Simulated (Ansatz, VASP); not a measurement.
## Two plane-wave programs on La2Ta2O

The input INCAR:

```
SYSTEM = La2Ta2O
  PREC = Accurate
  ENCUT = 600
  EDIFF = 1E-6
  ISMEAR = 0
  SIGMA = 0.2
  LREAL = .FALSE.
  LASPH = .TRUE.
  NELM = 60
  ALGO = Normal
  ISIF = 3
  LWAVE = .FALSE.
  LCHARG = .FALSE.
  GGA = PE
  IBRION = 2
  NSW = 36
  EDIFFG = -0.08
```

Contents of KPOINTS:

```
Automatic mesh
0
G
  5 5 1
  0 0 0
```

File POSCAR:

```
La2Ta2O
1.0
    3.6500000000      0.0000000000      0.0000000000
    0.0000000000      3.6500000000      0.0000000000
    0.0000000000      0.0000000000     15.0000000000
La Ta O
4 4 2
Direct
    0.0000000000      0.5000000000      0.9030000000
    0.5000000000      0.0000000000      0.0970000000
    0.0000000000      0.5000000000      0.2400000000
    0.5000000000      0.0000000000      0.7600000000
    0.5000000000      0.0000000000      0.3600000000
    0.5000000000      0.0000000000      0.5470000000
    0.0000000000      0.5000000000      0.6400000000
    0.0000000000      0.5000000000      0.4530000000
    0.5000000000      0.5000000000      0.0000000000
    0.0000000000      0.0000000000      0.0000000000
```

Input for Ansatz:

```yaml
crystal:
  lattice:
    - [3.65, 0.0, 0.0]
    - [0.0, 3.65, 0.0]
    - [0.0, 0.0, 15.0]
  atoms:
    - { symbol: La, position: [0.0, 0.5, 0.903] }
    - { symbol: La, position: [0.5, 0.0, 0.097] }
    - { symbol: La, position: [0.0, 0.5, 0.24] }
    - { symbol: La, position: [0.5, 0.0, 0.76] }
    - { symbol: Ta, position: [0.5, 0.0, 0.36] }
    - { symbol: Ta, position: [0.5, 0.0, 0.547] }
    - { symbol: Ta, position: [0.0, 0.5, 0.64] }
    - { symbol: Ta, position: [0.0, 0.5, 0.453] }
    - { symbol: O, position: [0.5, 0.5, 0.0] }
    - { symbol: O, position: [0.0, 0.0, 0.0] }
basis:
  ecutwfc: 420
kpoints:
  mp_grid: { grid: [5, 5, 1] }
hamiltonian:
  xc: pbe
scf:
  occupations: { method: gaussian, width: 0.2 }
  lower_state_search: "off"
output:
  forces: true
  stress: true
  eigenvalues: true
relax:
  adjacent_minimum: "off"
  f_tol: 0.08
  max_steps: 16
  cell: { stress_tol: 0.8 }
```

Alike in both runs: task relaxation of cell and atoms; functional PBE; k mesh 5 × 5 × 1; occupations gaussian, width 0.2 eV; no spin polarisation.

```csv
,VASP,Ansatz
version,VASP 6.6.1,Ansatz 0.2.0
potentials or method,"VASP PAW PBE potentials, release 64 (La, Ta_pv, O), cutoff 600 eV","scalar-relativistic, plane waves, PAW"
valence electrons in the cell,100,108
```

VASP gave:

```
gap on the k mesh at the Fermi level, each at its own relaxed structure (eV) : none
relaxed volume (Å³/atom)                                                     : 25.71
relaxed cell length with the largest relative difference (Å)                 : 18.056
```

Problem. What did Ansatz give for the same quantities?

Solution. gap on the k mesh at the Fermi level, each at its own relaxed structure (eV): none; relaxed volume (Å³/atom): 25.80; relaxed cell length with the largest relative difference (Å): 18.131.

A gap of «none» marks a metal or a gap that the smearing closes. VASP's potentials hold 100 valence electrons a cell and Ansatz's 108, so a difference there can come from the potentials and not from the codes.

The k mesh is coarse, so the values compare programs but aren't converged. Spin-orbit coupling is off throughout. Noted on VASP's run: the volume moved by over 15 % at a fixed basis, so the end points are rough.
